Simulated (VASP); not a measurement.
# Pt: single point with PBEsol

Pt:

```
CELL_PARAMETERS angstrom
-1.56838 1.58422 1.58422
1.56838 -1.58422 1.58422
1.56838 1.58422 -1.58422
ATOMIC_POSITIONS crystal
Pt 0.00000 0.00000 0.00000
```

This cell differs from its parent crystal: strain -0.0100 x Voigt [1, 0, 0, 0, 0, 0].

* Program: VASP 6.6.1
* Task: single point
* Functional: PBEsol
* Potentials or basis: VASP PAW PBE potentials, release 64 (Pt)
* Cutoff: 520 eV
* k mesh: 22 × 22 × 22
* Occupations: gaussian, width 0.15 eV
* Spin: no spin polarisation
* Dipole correction: no
* Further INCAR settings: ALGO = Fast; EDIFF = 1e-07; NBANDS = 11

```yaml
Pressure: -9.1 GPa
Band_gap_on_the_k_mesh: zero (bands 5 and 6 overlap by 2.12 eV)
```

Stress tensor (GPa, compression positive):
```
-9.75  0.00  0.00
 0.00 -8.70  0.00
 0.00  0.00 -8.70
```

Levels at points of the mesh, in eV from the Fermi level:
```csv
k point,band 1,band 2,band 3,band 4,band 5,band 6,band 7,band 8,band 9,band 10
"(0.00, 0.00, 0.00)",-9.58,-3.54,-3.46,-3.46,-1.02,-0.91,17.04,17.04,17.24,27.10
"(0.50, 0.00, 0.00)",-6.61,-4.86,-1.22,-0.67,0.17,1.07,6.26,13.33,16.02,23.89
"(0.00, 0.50, 0.00)",-6.60,-4.95,-1.12,-0.61,0.23,1.09,6.34,13.22,15.77,24.14
"(0.50, 0.50, 0.50)",-6.09,-6.09,0.54,0.54,0.57,7.53,7.53,7.84,12.78,18.96
```

It took 64 s on 1 thread of Intel(R) Xeon(R) Platinum 8559C (Emerald Rapids) (shared host), peak memory 0.25 GiB.

Caveat: the cell differs from its parent crystal (strain -0.0100 x Voigt [1, 0, 0, 0, 0, 0]); the cell stands under tension; the PAW data sets were made with another functional, which shifts forces and pressure a little; spin-orbit coupling is left out, which moves the levels of the heavy elements.
